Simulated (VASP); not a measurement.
A run of VASP 6.6.1 is set up as follows.

The input INCAR:

```
SYSTEM = Ta2N
  PREC = Accurate
  ENCUT = 700
  EDIFF = 1E-6
  ISMEAR = 0
  SIGMA = 0.15
  LREAL = .False.
  LASPH = .True.
  NELM = 120
  ALGO = Normal
  ISIF = 2
  LWAVE = .False.
  LCHARG = .True.
  LELF = .True.
  LVHAR = .True.
  NBANDS = 22
  GGA_COMPAT = .False.
```

File KPOINTS:

```
regular mesh
0
Gamma
  18 18 10
  0 0 0
```

POSCAR

```
Ta2N
1.0
    3.1168933658      0.0000000000      0.0000000000
   -1.5584466829      2.6993088357      0.0000000000
    0.0000000000      0.0000000000      4.6195476575
Ta N
2 1
Direct
    0.6666666667      0.3333333333      0.7466885012
    0.3333333333      0.6666666667      0.2533114988
    0.0000000000      0.0000000000      0.0000000000
```

Potentials or basis: VASP PAW LDA potentials, release 64 (Ta_sv_GW, N).

Command:

```bash
$ cat potpaw_LDA.64/Ta_sv_GW/POTCAR potpaw_LDA.64/N/POTCAR > POTCAR
$ mpirun -np 1 vasp_std > vasp.out
```

Question: What does it give for the band gap on the k mesh?

Answer: Zero (an odd number of electrons rules out a gap without spin polarisation).

Question: What does it give for the pressure?

Answer: 1.3 GPa.

Question: What does it give for the largest force?

Answer: 0.352 eV/Å.

Forces on the atoms (eV/Å):
```
Ta   0.000  0.000  0.352
Ta   0.000  0.000 -0.352
N    0.000  0.000  0.000
```

Caveat: the stress differs along the axes, from -3 to 10 GPa; spin-orbit coupling is left out, which moves the levels of the heavy elements.
